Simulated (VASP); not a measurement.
Write the native input for VASP 6.6.1 that does the following.

| Item | Value |
| --- | --- |
| Task | single point |
| Functional | PBE |
| Potentials or basis | VASP PAW PBE potentials, release 64 (Gd, O) |
| Cutoff | 520 eV |
| k mesh | 9 × 9 × 9 |
| Occupations | gaussian, width 0.014 eV |
| Spin | collinear spin, ferromagnetic start |
| Starting moments | [7.0, 0.0] μB |
| Dipole correction | no |
| Further INCAR settings | ALGO = Normal; EDIFF = 1e-06; NBANDS = 23 |

The structure of GdO lies in POSCAR:

```
GdO
1.0
    2.8018137600      0.0000000000      0.0000000000
    0.0000000000      2.8018137600      0.0000000000
    0.0000000000      0.0000000000      2.8018137600
Gd O
1 1
Direct
    0.0000000000      0.0000000000      0.0000000000
    0.5000000000      0.5000000000      0.5000000000
```

These files were run (other wordings do the same):

INCAR

```
ALGO = Normal
EDIFF = 1E-6
ENCUT = 520
GGA = PE
ISIF = 2
ISMEAR = 0
ISPIN = 2
LASPH = True
LCHARG = False
LMAXMIX = 6
LORBIT = 11
LREAL = False
LWAVE = False
MAGMOM = 7 0
NBANDS = 23
NELM = 150
PREC = Accurate
SIGMA = 0.014
```

KPOINTS

```
k-points
0
Gamma
  9 9 9
```

Potentials or basis: VASP PAW PBE potentials, release 64 (Gd, O).

Command:

```console
$ cat potpaw_PBE.64/Gd/POTCAR potpaw_PBE.64/O/POTCAR > POTCAR
$ mpirun -np 1 vasp_std > vasp.out
```

Results of the run:

The pressure is 48.4 GPa and the net moment is 6.96 μB per cell. The site moments are Gd +6.70; O +0.01 μB and the valence electrons inside the program's atomic spheres are Gd 15.66; O 5.07.

Caveat: the cell stands under pressure; a cell with one magnetic atom can't hold antiferromagnetic order, which such compounds often take.

It took 80 s on 1 thread of Intel Xeon 8259CL (shared host), peak memory 0.18 GiB.
